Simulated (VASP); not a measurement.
Write the native input for VASP 6.6.1 that does the following.

```yaml
Task: single point
Functional: LDA
Potentials_or_basis: VASP PAW LDA potentials, release 64 (Hg, Zr_sv, Hf_pv)
Cutoff: 520 eV
k_mesh: 3 × 3 × 2
Occupations: gaussian, width 0.05 eV
Spin: no spin polarisation
Dipole_correction: no
Further_INCAR_settings: LREAL = Auto; ALGO = Normal; EDIFF = 1e-07; NBANDS = 107
```

The structure of Hf3Zr5Hg8 lies in POSCAR:

```
Hf3Zr5Hg8
1.0
    6.2940000000      0.0000000000      0.0000000000
    0.0000000000      6.2940000000      0.0000000000
    0.0000000000      0.0000000000      8.3400000000
Hg Zr Hf
8 5 3
Direct
    0.0000000000      0.0000000000      0.0000000000
    0.0000000000      0.0000000000      0.5000000000
    0.0000000000      0.5000000000      0.0000000000
    0.0000000000      0.5000000000      0.5000000000
    0.5000000000      0.0000000000      0.0000000000
    0.5000000000      0.0000000000      0.5000000000
    0.5000000000      0.5000000000      0.0000000000
    0.5000000000      0.5000000000      0.5000000000
    0.2500000000      0.2500000000      0.2500000000
    0.2500000000      0.2500000000      0.7500000000
    0.2500000000      0.7500000000      0.2500000000
    0.2500000000      0.7500000000      0.7500000000
    0.7500000000      0.7500000000      0.7500000000
    0.7500000000      0.2500000000      0.2500000000
    0.7500000000      0.2500000000      0.7500000000
    0.7500000000      0.7500000000      0.2500000000
```

One way to write it, as run:

INCAR

```
SYSTEM = Hf3Zr5Hg8
PREC = Accurate
ENCUT = 520
EDIFF = 1E-7
ISMEAR = 0
SIGMA = 0.05
LREAL = Auto
LASPH = .True.
NELM = 100
ALGO = Normal
ISIF = 2
LWAVE = .False.
LCHARG = .False.
GGA = CA
NBANDS = 107
```

KPOINTS

```
regular mesh
0
Gamma
  3 3 2
  0 0 0
```

Potentials or basis: VASP PAW LDA potentials, release 64 (Hg, Zr_sv, Hf_pv).

Run with:

```console
$ cat potpaw_LDA.64/Hg/POTCAR potpaw_LDA.64/Zr_sv/POTCAR potpaw_LDA.64/Hf_pv/POTCAR > POTCAR
$ mpirun -np 1 vasp_std > vasp.out
```

Results of the run:

```yaml
Pressure: -4.1 GPa
Largest_force: 0.144 eV/Å
Band_gap_on_the_k_mesh: zero (bands 93 and 94 overlap by 0.53 eV)
```

Caveat: the k points lie up to 0.38 Å⁻¹ apart, too coarse for converged energies and pressures of a metal; spin-orbit coupling is left out, which moves the levels of the heavy elements.

Run time: 5.7 min on 1 thread of Intel(R) Xeon(R) 6975P-C (Granite Rapids) (shared host), peak memory 0.42 GiB.
